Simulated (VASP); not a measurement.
# SiO2 (Pnnm) in VASP: notebook

The runs below take SiO2 through single point, with PBE.

Program: VASP 6.6.1. These are calculated values, not measurements. Logs are shortened: lines on timing, memory, paths and dates and some standing lists are left out, and cuts for length are marked.

## (1) The cell of the first run

It takes space group Pnnm (No. 58, orthorhombic). Conventional cell: a = 4.038 Å, b = 4.236 Å, c = 2.690 Å, α = 90.00°, β = 90.00°, γ = 90.00°. Within 2.4 Å of Si (site symmetry 2/m) lie 6 O at 1.79 to 1.80 Å. O (site symmetry m) has 3 Si at 1.79 to 1.80 Å and 12 O at 2.35 to 2.69 Å within 2.7 Å.

## (2) Single point, PBE (atoms displaced along a vibrational mode, the cell strained)

Contents of INCAR:

```
SYSTEM = SiO2
ALGO     = Normal         ! electronic algorithm
EDIFF    = 1E-6           ! SCF threshold, eV
ENCUT    = 520            ! plane-wave cutoff, eV
GGA      = PE             ! functional
ISIF     = 2              ! what is computed and relaxed
ISMEAR   = 0              ! smearing method
LASPH    = .True.         ! aspherical terms in the spheres
LCHARG   = .False.        ! write CHGCAR
LREAL    = .False.        ! projectors in reciprocal space
LWAVE    = .False.        ! write WAVECAR
NBANDS   = 25             ! bands
NELM     = 60             ! most SCF steps
PREC     = Accurate       ! precision mode
SIGMA    = 0.05           ! smearing width, eV
```

Contents of KPOINTS:

```
k-points
0
Gamma
  6 6 8
  0 0 0
```

Contents of POSCAR:

```
SiO2
1.0
    4.2358788266      0.0000000000      0.0000000000
    0.0000000000      4.0380632854      0.0000000000
    0.0000000000      0.0000000000      2.6897743046
Si O
2 4
Direct
    0.5000000000      0.5000000000      0.5000000000
    0.0000000000      0.0000000000      0.0000000000
    0.7395870220      0.6464385634      0.0000000000
    0.2395870220      0.8535614366      0.5000000000
    0.2604129780      0.3535614366      0.0000000000
    0.7604129780      0.1464385634      0.5000000000
```

Potentials or basis: VASP PAW PBE potentials, release 64 (Si, O).

The run is started by

```
> cat potpaw_PBE.64/Si/POTCAR potpaw_PBE.64/O/POTCAR > POTCAR
> mpirun -np 1 vasp_std > vasp.out
```

OUTCAR:

```text
SYSTEM = SiO2
   EDIFF = 1E-6
   ENCUT = 520
   GGA = PE
   ISIF = 2
   ISMEAR = 0
   LASPH = .True.
   LREAL = .False.
   NELM = 60
   PREC = Accurate

 ion  position               nearest neighbor table
   1  0.500  0.500  0.500-   3 1.79   5 1.79   3 1.79   5 1.79   4 1.80   6 1.80
   2  0.000  0.000  0.000-   4 1.79   6 1.79   4 1.79   6 1.79   5 1.80   3 1.80
   3  0.740  0.646  0.000-   1 1.79   1 1.79   2 1.80
   4  0.240  0.854  0.500-   2 1.79   2 1.79   1 1.80
   5  0.260  0.354  0.000-   1 1.79   1 1.79   2 1.80
   6  0.760  0.146  0.500-   2 1.79   2 1.79   1 1.80

  LATTYP: Found a simple orthorhombic cell.
 ALAT       =     2.6897743046
 B/A-ratio  =     1.5012647264
 C/A-ratio  =     1.5748082727

  Lattice vectors:

 A1 = (   0.0000000000,   0.0000000000,  -2.6897743046)
 A2 = (   0.0000000000,   4.0380632854,   0.0000000000)
 A3 = (   4.2358788266,   0.0000000000,   0.0000000000)

Analysis of symmetry for initial positions (statically):
=====================================================================
 Subroutine PRICEL returns:
 Original cell was already a primitive cell.

 Routine SETGRP: Setting up the symmetry group for a
 simple orthorhombic supercell.

 Subroutine GETGRP returns: Found  8 space group operations
 (whereof  4 operations were pure point group operations)
 out of a pool of  8 trial point group operations.

The static configuration has the point symmetry C_2h.
 The point group associated with its full space group is D_2h.

Analysis of symmetry for dynamics (positions and initial velocities):
=====================================================================
 Subroutine PRICEL returns:
 Original cell was already a primitive cell.

 Routine SETGRP: Setting up the symmetry group for a
 simple orthorhombic supercell.

 Subroutine GETGRP returns: Found  8 space group operations
 (whereof  4 operations were pure point group operations)
 out of a pool of  8 trial point group operations.

The dynamic configuration has the point symmetry C_2h.
 The point group associated with its full space group is D_2h.

 Subroutine INISYM returns: Found  8 space group operations
 (whereof  4 operations are pure point group operations),
 and found     1 'primitive' translations

----------------------------------------------------------------------------------------

                                     Primitive cell

  volume of cell :      46.0079

  direct lattice vectors                    reciprocal lattice vectors
     4.235878827  0.000000000  0.000000000     0.236078519  0.000000000  0.000000000
     0.000000000  4.038063285  0.000000000     0.000000000  0.247643469  0.000000000
     0.000000000  0.000000000  2.689774305     0.000000000  0.000000000  0.371778405

  length of vectors
     4.235878827  4.038063285  2.689774305     0.236078519  0.247643469  0.371778405

  position of ions in fractional coordinates (direct lattice)
     0.500000000  0.500000000  0.500000000
     0.000000000  0.000000000  0.000000000
     0.739587022  0.646438563  0.000000000
     0.239587022  0.853561437  0.500000000
     0.260412978  0.353561437  0.000000000
     0.760412978  0.146438563  0.500000000

  ion indices of the primitive-cell ions
   primitive index   ion index
                 1           1
                 2           2
                 3           3
                 4           4
                 5           5
                 6           6

----------------------------------------------------------------------------------------

 KPOINTS: k-points

Automatic generation of k-mesh.
 Grid dimensions read from file:
 generate k-points for:    6    6    8

 Generating k-lattice:

  Cartesian coordinates                     Fractional coordinates (reciprocal lattice)
     0.039346420  0.000000000  0.000000000     0.166666667  0.000000000  0.000000000
     0.000000000  0.041273911  0.000000000     0.000000000  0.166666667  0.000000000
     0.000000000  0.000000000  0.046472301     0.000000000  0.000000000  0.125000000

  Length of vectors
     0.039346420  0.041273911  0.046472301

  Shift w.r.t. Gamma in fractional coordinates (k-lattice)
     0.000000000  0.000000000  0.000000000

 Subroutine IBZKPT returns following result:
 ===========================================

 Found     80 irreducible k-points:

 Following reciprocal coordinates:
            Coordinates               Weight
  0.000000  0.000000  0.000000      1.000000
  0.166667  0.000000  0.000000      2.000000
  0.333333  0.000000  0.000000      2.000000
  0.500000  0.000000  0.000000      1.000000
  0.000000  0.166667  0.000000      2.000000
  0.166667  0.166667  0.000000      4.000000
[... 16 lines left out ...]
  0.333333  0.166667  0.125000      8.000000
  0.500000  0.166667  0.125000      4.000000
 [... further k-points ...]
   k-points           NKPTS =     80   k-points in BZ     NKDIM =     80   number of bands    NBANDS=     25
   number of dos      NEDOS =    301   number of ions     NIONS =      6
   total plane-waves  NPLWV =  19200
   dimension x,y,z NGX =    32 NGY =   30 NGZ =   20
   dimension x,y,z NGXF=    64 NGYF=   60 NGZF=   40
   ions per type =               2   4
   NGX,Y,Z   is equivalent  to a cutoff of  12.56, 12.35, 12.36 a.u.
   NGXF,Y,Z  is equivalent  to a cutoff of  25.12, 24.70, 24.72 a.u.
 SYSTEM =  SiO2
   PREC   = accura    normal or accurate (medium, high low for compatibility)
   ISTART =      0    job   : 0-new  1-cont  2-samecut
   ICHARG =      2    charge: 1-file 2-atom 10-const
   ISPIN  =      1    spin polarized calculation?
   LNONCOLLINEAR =      F non collinear calculations
   LSORBIT =      F    spin-orbit coupling
   LASPH  =      T    aspherical Exc in radial PAW
   ENCUT  =  520.0 eV  38.22 Ry    6.18 a.u.   7.88  7.51  5.00*2*pi/ulx,y,z
   NELM   =     60;   NELMIN=  2; NELMDL= -5     # of ELM steps
   EDIFF  = 0.1E-05   stopping-criterion for ELM
   LREAL  =      F    real-space projection
   EDIFFG = 0.1E-04   stopping-criterion for IOM
   NSW    =      0    number of steps for IOM
   IBRION =     -1    ionic relax: 0-MD 1-quasi-New 2-CG
   NFREE  =      0    steps in history (QN), initial steepest desc. (CG)
   ISIF   =      2    stress and relaxation
   ISYM   =      2    0-nonsym 1-usesym 2-fastsym
   POTIM  = 0.5000    time-step for ionic-motion
   TEBEG  =    0.0;   TEEND  =   0.0 temperature during run
   PSTRESS=    0.0 pullay stress
   NELECT =      32.0000    total number of electrons
   NUPDOWN=      -1.0000    fix difference up-down
   EMIN   =  10.00;   EMAX   =-10.00  energy-range for DOS
   EFERMI =   0.00;   METHOD = LEGACY
   ISMEAR =     0;   SIGMA  =   0.05  broadening in eV -4-tet -1-fermi 0-gaus
   EFERMI_NEDOS =   21; number of points for ismear=-14 and -15
   IALGO  =     38    algorithm
   IMIX   =      4    mixing-type and parameters
     AMIX     =   0.40;   BMIX     =  1.00
     AMIX_MAG =   1.60;   BMIX_MAG =  1.00
  volume/ion in A,a.u.               =       7.67        51.75
  Fermi-wavevector in a.u.,A,eV,Ry     =   1.450488  2.741024 28.625488  2.103914
  Thomas-Fermi vector in A             =   2.568094
   LORBIT       =      0    0 simple, 1 ext, 2 COOP (PROOUT), +10 PAW based schemes
   GGA     = PE    functional components
   LHFCALC =     F    Hartree Fock is set to
   AEXX    =    0.0000 exact exchange contribution
   IVDW    =     0    specifies the selected vdW correction
   LEPSILON=     F    determine dielectric tensor
   LRPA    =     F    only Hartree local field effects (RPA)
 non-spin polarized calculation
 Gauss-broadening in eV      SIGMA  =   0.05
  energy-cutoff  :      520.00
  volume of cell :       46.01
 maximum number of plane-waves:      1264
 NGX is ok and might be reduce to    32
   NGX = 15   NGY = 15   NGZ = 11

 number of electron      31.9999987 magnetization

 Free energy of the ion-electron system (eV)
  ---------------------------------------------------
  ext. energy  EPLUGINS =         0.00000000
  ---------------------------------------------------
  free energy    TOTEN  =       -45.47593810 eV

  energy without entropy =      -45.47593810  energy(sigma->0) =      -45.47593810

 E-fermi :   8.5670     XC(G=0): -12.3922

 val. band max:        8.2697164060   @ k =   0.0000   0.0000   0.0000
 cond. band min:      13.7623772895   @ k =   0.0000   0.0000   0.0000
 fundamental gap:      5.4926608835
 Fermi energy:         8.5670314833

 k-point     1 :       0.0000    0.0000    0.0000
  band No.  band energies     occupation
      1     -14.0324      2.00000
      2     -10.8122      2.00000
      3      -9.9393      2.00000
      4      -9.7459      2.00000
      5      -2.4607      2.00000
      6       1.0529      2.00000
[... 17 lines left out ...]
     24      23.1461      0.00000
     25      23.9140      0.00000

 k-point     2 :       0.1667    0.0000    0.0000
  band No.  band energies     occupation
      1     -13.8887      2.00000
      2     -11.2238      2.00000
      3      -9.7926      2.00000
      4      -9.7213      2.00000
      5      -2.1677      2.00000
      6       0.5787      2.00000
[... 17 lines left out ...]
     24      23.1022      0.00000
     25      23.3924      0.00000

 k-point     3 :       0.3333    0.0000    0.0000
  band No.  band energies     occupation
      1     -13.4693      2.00000
      2     -12.0114      2.00000
      3      -9.6653      2.00000
      4      -9.6543      2.00000
      5      -1.5472      2.00000
      6      -0.2213      2.00000
[... 552 lines left out ...]
 k-point    23 :       0.3333    0.1667    0.1250
  band No.  band energies     occupation
      1     -13.1271      2.00000
      2     -11.7596      2.00000
      3     -10.1099      2.00000
      4      -9.6123      2.00000
      5      -1.1137      2.00000
      6       0.1291      2.00000
[... 17 lines left out ...]
     24      21.9189      0.00000
     25      22.9075      0.00000

 k-point    24 :       0.5000    0.1667    0.1250
  band No.  band energies     occupation
      1     -12.5061      2.00000
      2     -12.5061      2.00000
      3      -9.8478      2.00000
      4      -9.8478      2.00000
      5      -0.4691      2.00000
      6      -0.4691      2.00000
[... 17 lines left out ...]
     24      21.5426      0.00000
     25      22.7966      0.00000

 [... further k-points ...]

------------------------ aborting loop because EDIFF is reached ----------------------------------------

  FORCE on cell =-STRESS in cart. coord.  units (eV):
  Direction    XX          YY          ZZ          XY          YZ          ZX
  --------------------------------------------------------------------------------------
  -------------------------------------------------------------------------------------
  Total       -2.5921104      8.7696984      1.7292817      0.0000000      0.0000000      0.0000000
  in kB      -90.2675370    305.3955826     60.2204275      0.0000000      0.0000000      0.0000000
  external PRESSURE =      91.7828244 kB  Pullay stress =       0.0000000 kB

 VOLUME and BASIS-vectors are now :
 -----------------------------------------------------------------------------
  energy-cutoff  :      520.00
  volume of cell :       46.01
      direct lattice vectors                 reciprocal lattice vectors
     4.235878827  0.000000000  0.000000000     0.236078519  0.000000000  0.000000000
     0.000000000  4.038063285  0.000000000     0.000000000  0.247643469  0.000000000
     0.000000000  0.000000000  2.689774305     0.000000000  0.000000000  0.371778405

 POSITION                                       TOTAL-FORCE (eV/Angst)
 -----------------------------------------------------------------------------------
      2.11794      2.01903      1.34489        -0.000000     -0.000000      0.000000
      0.00000      0.00000      0.00000        -0.000000     -0.000000      0.000000
      3.13280      2.61036      0.00000        -1.172030      0.689041     -0.000000
      1.01486      3.44674      1.34489        -1.172030     -0.689041      0.000000
      1.10308      1.42770      0.00000         1.172030     -0.689041      0.000000
      3.22102      0.59133      1.34489         1.172030      0.689041     -0.000000
 -----------------------------------------------------------------------------------
    total drift:                                0.000000      0.000000      0.000000

  FREE ENERGIE OF THE ION-ELECTRON SYSTEM (eV)
  ---------------------------------------------------
  free  energy   TOTEN  =       -45.4759380988 eV

  energy  without entropy=      -45.4759380988  energy(sigma->0) =      -45.47593810
```

Wall time 24 s (1 thread of Intel Xeon Platinum 8559C (Emerald Rapids), shared host); peak memory 0.19 GiB.

What came out:

| Property | Result |
| --- | --- |
| Free energy | -45.4759 eV |
| Pressure | 9.2 GPa |
| Largest force | 1.360 eV/Å |
| Band gap on the k mesh | 5.49 eV |

Forces in eV/Å, atoms in the order of the input:
```
Si   0.000  0.000  0.000
Si   0.000  0.000  0.000
O   -1.172  0.689  0.000
O   -1.172 -0.689  0.000
O    1.172 -0.689  0.000
O    1.172  0.689  0.000
```

Stress tensor (GPa, compression positive):
```
-9.03  0.00  0.00
 0.00 30.54  0.00
 0.00  0.00  6.02
```

Levels at points of the mesh, in eV from the valence-band top:
| k point | band 14 | band 15 | band 16 | band 17 | band 18 | band 19 |
| --- | --- | --- | --- | --- | --- | --- |
| (0.00, 0.00, 0.00) | -0.85 | -0.19 | 0.00 | 5.49 | 6.63 | 8.20 |
| (0.50, 0.00, 0.00) | -2.12 | -0.05 | -0.05 | 6.89 | 6.89 | 8.76 |
| (0.00, 0.50, 0.00) | -2.46 | -1.13 | -1.13 | 7.90 | 7.90 | 9.21 |
| (0.50, 0.50, 0.00) | -2.92 | -1.79 | -1.79 | 7.51 | 7.51 | 9.75 |
| (0.00, 0.00, 0.50) | -3.05 | -1.88 | -1.88 | 8.54 | 8.54 | 12.28 |
| (0.50, 0.00, 0.50) | -2.78 | -1.27 | -1.27 | 9.01 | 9.01 | 9.66 |
| (0.00, 0.50, 0.50) | -1.70 | -1.28 | -1.28 | 7.88 | 7.88 | 9.85 |
| (0.50, 0.50, 0.50) | -1.46 | -0.92 | -0.92 | 6.98 | 6.98 | 10.97 |

Caveat: the cell differs from its parent crystal (atoms displaced along a vibrational mode, the cell strained); the stress differs along the axes, from -9 to 31 GPa; forces of over 1 eV/Å act on the atoms, so gaps and moduli don't describe the material at rest. A k mesh can miss the band edges.

(Part 1 of 2 ends here.)
